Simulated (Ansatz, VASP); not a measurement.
## Nb4C: VASP beside Ansatz

```xyz
5
Lattice="0.0000 3.7167 3.7167 3.7167 0.0000 3.7167 3.7167 3.7167 0.0000" Properties=species:S:1:pos:R:3 pbc="T T T"
Nb    2.8125    4.6208    2.8125
Nb    4.6208    4.6208    4.6208
Nb    4.6208    2.8125    2.8125
Nb    2.8125    2.8125    4.6208
C     0.0000    0.0000    0.0000
```

Alike in both runs: task single point; functional PBE; k mesh 4 × 4 × 4; occupations gaussian, width 0.1 eV; collinear spin.

```csv
,VASP,Ansatz
version,VASP 6.6.1,Ansatz 0.2.0
potentials or method,"VASP PAW PBE potentials, release 64 (Nb_sv, C), cutoff 520 eV","scalar-relativistic, plane waves, PAW"
valence electrons in the cell,56,56
```

```csv
,VASP,Ansatz,Ansatz less VASP
gap on the k mesh at the Fermi level (eV),none,none,-
pressure (GPa),0.0,0.1,+0.10
rms of the force components (eV/Å),0.023,0.017,-0.0062
net moment per atom (μB),0.00,0.00,0.000
```

Atom by atom the forces differ by 0.006 eV/Å (rms over components). A gap of «none» marks a metal or a gap that the smearing closes. The functional is the same, so the differences come from potentials, cutoffs and numerics. Ansatz's warnings: seeded moment not kept.

The k mesh is coarse, so the values compare programs but aren't converged.
